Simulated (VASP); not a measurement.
# Zn4SnN (P4/mmm) in VASP: a series of runs

The runs below take Zn4SnN through single point, with PBE.

All numbers are computed with VASP 6.6.1; they aren't measurements. Logs are shortened: lines on timing, memory, paths and dates and some standing lists are left out, and cuts for length are marked.

## 1. The cell of the first run

Symmetry: P4/mmm, No. 123, tetragonal system. The conventional cell has a = 3.865 Å, b = 3.865 Å, c = 5.838 Å, α = 90.00°, β = 90.00°, γ = 90.00°. Within 3.1 Å of Zn (site symmetry 2mm) lie 2 N at 2.31 Å and 5 Zn at 2.53 to 2.73 Å and 2 Sn at 2.54 Å. Within 3.4 Å of Sn (site symmetry 4/mmm) lie 8 Zn at 2.54 Å. Within 3.1 Å of N (site symmetry 4/mmm) lie 8 Zn at 2.31 Å.

The cell was built from a structure type or drawn by symmetry, and may not be a known phase.

## 2. Single point, PBE

File INCAR:

```
  ALGO = Normal
  EDIFF = 1E-7
  ENCUT = 520
  GGA = PE
  ISIF = 2
  ISMEAR = 0
  LASPH = T
  LCHARG = F
  LREAL = F
  LWAVE = F
  NBANDS = 42
  NELM = 80
  PREC = Accurate
  SIGMA = 0.1
```

File KPOINTS:

```
k-points
0
Gamma
  4 4 4
```

File POSCAR:

```
Zn4SnN
1.0
    3.8648396900      0.0000000000      0.0000000000
    0.0000000000      3.8648396900      0.0000000000
    0.0000000000      0.0000000000      5.8383966200
Zn Sn N
4 1 1
Direct
    0.5000000000      0.0000000000      0.7163936500
    0.0000000000      0.5000000000      0.2836063500
    0.5000000000      0.0000000000      0.2836063500
    0.0000000000      0.5000000000      0.7163936500
    0.0000000000      0.0000000000      0.0000000000
    0.5000000000      0.5000000000      0.5000000000
```

Potentials or basis: VASP PAW PBE potentials, release 64 (Zn, Sn_d, N).

On the command line:

```console
$ cat potpaw_PBE.64/Zn/POTCAR potpaw_PBE.64/Sn_d/POTCAR potpaw_PBE.64/N/POTCAR > POTCAR
$ mpirun -np 1 vasp_std > vasp.out
```

OUTCAR:

```text
EDIFF = 1E-7
   ENCUT = 520
   GGA = PE
   ISIF = 2
   ISMEAR = 0
   LASPH = T
   LREAL = F
   NELM = 80
   PREC = Accurate

 ion  position               nearest neighbor table
   1  0.500  0.000  0.716-   6 2.31   6 2.31   3 2.53   5 2.54   5 2.54   4 2.73   4 2.73   4 2.73
                             4 2.73
   2  0.000  0.500  0.284-   6 2.31   6 2.31   4 2.53   5 2.54   5 2.54   3 2.73   3 2.73   3 2.73
                             3 2.73
   3  0.500  0.000  0.284-   6 2.31   6 2.31   1 2.53   5 2.54   5 2.54   2 2.73   2 2.73   2 2.73
                             2 2.73
   4  0.000  0.500  0.716-   6 2.31   6 2.31   2 2.53   5 2.54   5 2.54   1 2.73   1 2.73   1 2.73
                             1 2.73
   5  0.000  0.000  0.000-   1 2.54   2 2.54   3 2.54   4 2.54   2 2.54   4 2.54   1 2.54   3 2.54

   6  0.500  0.500  0.500-   1 2.31   2 2.31   3 2.31   4 2.31   1 2.31   3 2.31   2 2.31   4 2.31

  LATTYP: Found a simple tetragonal cell.
 ALAT       =     3.8648396900
 C/A-ratio  =     1.5106439305

  Lattice vectors:

 A1 = (   3.8648396900,   0.0000000000,   0.0000000000)
 A2 = (   0.0000000000,   3.8648396900,   0.0000000000)
 A3 = (   0.0000000000,   0.0000000000,   5.8383966200)

Analysis of symmetry for initial positions (statically):
=====================================================================
 Subroutine PRICEL returns:
 Original cell was already a primitive cell.

 Routine SETGRP: Setting up the symmetry group for a
 simple tetragonal supercell.

 Subroutine GETGRP returns: Found 16 space group operations
 (whereof 16 operations were pure point group operations)
 out of a pool of 16 trial point group operations.

The static configuration has the point symmetry D_4h.

Analysis of symmetry for dynamics (positions and initial velocities):
=====================================================================
 Subroutine PRICEL returns:
 Original cell was already a primitive cell.

 Routine SETGRP: Setting up the symmetry group for a
 simple tetragonal supercell.

 Subroutine GETGRP returns: Found 16 space group operations
 (whereof 16 operations were pure point group operations)
 out of a pool of 16 trial point group operations.

The dynamic configuration has the point symmetry D_4h.

 Subroutine INISYM returns: Found 16 space group operations
 (whereof 16 operations are pure point group operations),
 and found     1 'primitive' translations

----------------------------------------------------------------------------------------

                                     Primitive cell

  volume of cell :      87.2080

  direct lattice vectors                    reciprocal lattice vectors
     3.864839690  0.000000000  0.000000000     0.258742944  0.000000000  0.000000000
     0.000000000  3.864839690  0.000000000     0.000000000  0.258742944  0.000000000
     0.000000000  0.000000000  5.838396620     0.000000000  0.000000000  0.171279902

  length of vectors
     3.864839690  3.864839690  5.838396620     0.258742944  0.258742944  0.171279902

  position of ions in fractional coordinates (direct lattice)
     0.500000000  0.000000000  0.716393650
     0.000000000  0.500000000  0.283606350
     0.500000000  0.000000000  0.283606350
     0.000000000  0.500000000  0.716393650
     0.000000000  0.000000000  0.000000000
     0.500000000  0.500000000  0.500000000

  ion indices of the primitive-cell ions
   primitive index   ion index
                 1           1
                 2           2
                 3           3
                 4           4
                 5           5
                 6           6

----------------------------------------------------------------------------------------

 KPOINTS: k-points

Automatic generation of k-mesh.
 Grid dimensions read from file:
 generate k-points for:    4    4    4

 Generating k-lattice:

  Cartesian coordinates                     Fractional coordinates (reciprocal lattice)
     0.064685736  0.000000000  0.000000000     0.250000000  0.000000000  0.000000000
     0.000000000  0.064685736  0.000000000     0.000000000  0.250000000  0.000000000
     0.000000000  0.000000000  0.042819975     0.000000000  0.000000000  0.250000000

  Length of vectors
     0.064685736  0.064685736  0.042819975

  Shift w.r.t. Gamma in fractional coordinates (k-lattice)
     0.000000000  0.000000000  0.000000000

 Subroutine IBZKPT returns following result:
 ===========================================

 Found     18 irreducible k-points:

 Following reciprocal coordinates:
            Coordinates               Weight
  0.000000  0.000000  0.000000      1.000000
  0.250000  0.000000  0.000000      4.000000
  0.500000  0.000000  0.000000      2.000000
  0.250000  0.250000  0.000000      4.000000
  0.500000  0.250000  0.000000      4.000000
  0.500000  0.500000  0.000000      1.000000
[... 10 lines left out ...]
  0.500000  0.250000  0.500000      4.000000
  0.500000  0.500000  0.500000      1.000000
   k-points           NKPTS =     18   k-points in BZ     NKDIM =     18   number of bands    NBANDS=     42
   number of dos      NEDOS =    301   number of ions     NIONS =      6
   total plane-waves  NPLWV =  43200
   dimension x,y,z NGX =    30 NGY =   30 NGZ =   48
   dimension x,y,z NGXF=    60 NGYF=   60 NGZF=   96
   ions per type =               4   1   1
   NGX,Y,Z   is equivalent  to a cutoff of  12.90, 12.90, 13.67 a.u.
   NGXF,Y,Z  is equivalent  to a cutoff of  25.81, 25.81, 27.34 a.u.
 SYSTEM =  unknown system
   PREC   = accura    normal or accurate (medium, high low for compatibility)
   ISTART =      0    job   : 0-new  1-cont  2-samecut
   ICHARG =      2    charge: 1-file 2-atom 10-const
   ISPIN  =      1    spin polarized calculation?
   LNONCOLLINEAR =      F non collinear calculations
   LSORBIT =      F    spin-orbit coupling
   LASPH  =      T    aspherical Exc in radial PAW
   ENCUT  =  520.0 eV  38.22 Ry    6.18 a.u.   7.19  7.19 10.86*2*pi/ulx,y,z
   NELM   =     80;   NELMIN=  2; NELMDL= -5     # of ELM steps
   EDIFF  = 0.1E-06   stopping-criterion for ELM
   LREAL  =      F    real-space projection
   EDIFFG = 0.1E-05   stopping-criterion for IOM
   NSW    =      0    number of steps for IOM
   IBRION =     -1    ionic relax: 0-MD 1-quasi-New 2-CG
   NFREE  =      0    steps in history (QN), initial steepest desc. (CG)
   ISIF   =      2    stress and relaxation
   ISYM   =      2    0-nonsym 1-usesym 2-fastsym
   POTIM  = 0.5000    time-step for ionic-motion
   TEBEG  =    0.0;   TEEND  =   0.0 temperature during run
   PSTRESS=    0.0 pullay stress
   NELECT =      67.0000    total number of electrons
   NUPDOWN=      -1.0000    fix difference up-down
   EMIN   =  10.00;   EMAX   =-10.00  energy-range for DOS
   EFERMI =   0.00;   METHOD = LEGACY
   ISMEAR =     0;   SIGMA  =   0.10  broadening in eV -4-tet -1-fermi 0-gaus
   EFERMI_NEDOS =   21; number of points for ismear=-14 and -15
   IALGO  =     38    algorithm
   IMIX   =      4    mixing-type and parameters
     AMIX     =   0.40;   BMIX     =  1.00
     AMIX_MAG =   1.60;   BMIX_MAG =  1.00
  volume/ion in A,a.u.               =      14.53        98.08
  Fermi-wavevector in a.u.,A,eV,Ry     =   1.499389  2.833434 30.588163  2.248167
  Thomas-Fermi vector in A             =   2.611025
   LORBIT       =      0    0 simple, 1 ext, 2 COOP (PROOUT), +10 PAW based schemes
   GGA     = PE    functional components
   LHFCALC =     F    Hartree Fock is set to
   AEXX    =    0.0000 exact exchange contribution
   IVDW    =     0    specifies the selected vdW correction
   LEPSILON=     F    determine dielectric tensor
   LRPA    =     F    only Hartree local field effects (RPA)
 non-spin polarized calculation
 Gauss-broadening in eV      SIGMA  =   0.10
  energy-cutoff  :      520.00
  volume of cell :       87.21
 maximum number of plane-waves:      2392
 NGX is ok and might be reduce to    30
   NGX = 15   NGY = 15   NGZ = 21

 number of electron      66.9999910 magnetization

 Free energy of the ion-electron system (eV)
  ---------------------------------------------------
  ext. energy  EPLUGINS =         0.00000000
  ---------------------------------------------------
  free energy    TOTEN  =       -13.05217464 eV

  energy without entropy =      -13.04432971  energy(sigma->0) =      -13.04825217

 E-fermi :   5.8937     XC(G=0): -11.5850

 val. band max:        5.8114547176   @ k =   0.2500   0.0000   0.2500
 cond. band min:       5.9463162508   @ k =   0.0000   0.0000   0.5000
 fundamental gap:      0.1348615332
 Fermi energy:         5.8936659833

 k-point     1 :       0.0000    0.0000    0.0000
  band No.  band energies     occupation
      1     -16.2513      2.00000
      2     -16.2445      2.00000
      3     -16.2445      2.00000
      4     -16.1766      2.00000
      5     -16.1223      2.00000
      6      -9.6500      2.00000
[... 34 lines left out ...]
     41      13.2274      0.00000
     42      13.3964      0.00000

 k-point     2 :       0.2500    0.0000    0.0000
  band No.  band energies     occupation
      1     -16.2530      2.00000
      2     -16.2441      2.00000
      3     -16.2333      2.00000
      4     -16.1665      2.00000
      5     -16.1290      2.00000
      6      -9.4645      2.00000
[... 34 lines left out ...]
     41      12.5828      0.00000
     42      13.2655      0.00000

 k-point     3 :       0.5000    0.0000    0.0000
  band No.  band energies     occupation
      1     -16.2614      2.00000
      2     -16.2437      2.00000
      3     -16.2193      2.00000
      4     -16.1523      2.00000
      5     -16.1357      2.00000
      6      -9.2616      2.00000
[... 627 lines left out ...]
      4     -16.1488      2.00000
      5     -16.1439      2.00000
      6      -9.1226      2.00000
[... 34 lines left out ...]
     41      11.6190      0.00000
     42      13.5070      0.00000

 k-point    18 :       0.5000    0.5000    0.5000
  band No.  band energies     occupation
      1     -16.2606      2.00000
      2     -16.2606      2.00000
      3     -16.1699      2.00000
      4     -16.1520      2.00000
      5     -16.1438      2.00000
      6      -8.9921      2.00000
[... 34 lines left out ...]
     41      10.8776      0.00000
     42      11.9340      0.00000

------------------------ aborting loop because EDIFF is reached ----------------------------------------

  FORCE on cell =-STRESS in cart. coord.  units (eV):
  Direction    XX          YY          ZZ          XY          YZ          ZX
  --------------------------------------------------------------------------------------
  -------------------------------------------------------------------------------------
  Total        8.6078179      8.6078179     12.4566203      0.0000000     -0.0000000      0.0000000
  in kB      158.1419508    158.1419508    228.8517531      0.0000000     -0.0000000      0.0000000
  external PRESSURE =     181.7118849 kB  Pullay stress =       0.0000000 kB

 VOLUME and BASIS-vectors are now :
 -----------------------------------------------------------------------------
  energy-cutoff  :      520.00
  volume of cell :       87.21
      direct lattice vectors                 reciprocal lattice vectors
     3.864839690  0.000000000  0.000000000     0.258742944  0.000000000  0.000000000
     0.000000000  3.864839690  0.000000000     0.000000000  0.258742944  0.000000000
     0.000000000  0.000000000  5.838396620     0.000000000  0.000000000  0.171279902

 POSITION                                       TOTAL-FORCE (eV/Angst)
 -----------------------------------------------------------------------------------
      1.93242      0.00000      4.18259         0.000000     -0.000000     -0.888765
      0.00000      1.93242      1.65581         0.000000     -0.000000      0.888765
      1.93242      0.00000      1.65581        -0.000000      0.000000      0.888765
      0.00000      1.93242      4.18259         0.000000      0.000000     -0.888765
      0.00000      0.00000      0.00000        -0.000000      0.000000     -0.000000
      1.93242      1.93242      2.91920        -0.000000      0.000000     -0.000000
 -----------------------------------------------------------------------------------
    total drift:                                0.000000      0.000000     -0.000000

  FREE ENERGIE OF THE ION-ELECTRON SYSTEM (eV)
  ---------------------------------------------------
  free  energy   TOTEN  =       -13.0521746370 eV

  energy  without entropy=      -13.0443297071  energy(sigma->0) =      -13.04825217
```

Run time: 38 s. Hardware: 1 thread of Intel Xeon 6975P-C (Granite Rapids), shared host; peak memory 0.22 GiB.

What came out:

| Item | Value |
| --- | --- |
| Free energy | -13.0522 eV |
| Pressure | 18.2 GPa |
| Largest force | 0.889 eV/Å |
| Band gap on the k mesh | zero (an odd number of electrons rules out a gap without spin polarisation) |

Forces on the atoms (eV/Å):
```
Zn   0.000  0.000 -0.889
Zn   0.000  0.000  0.889
Zn   0.000  0.000  0.889
Zn   0.000  0.000 -0.889
Sn   0.000  0.000  0.000
N    0.000  0.000  0.000
```

Caveat: the k points lie up to 0.41 Å⁻¹ apart, too coarse for converged energies and pressures of a metal; spin-orbit coupling is left out, which moves the levels of the heavy elements.

(Continued in part 2 of 2.)
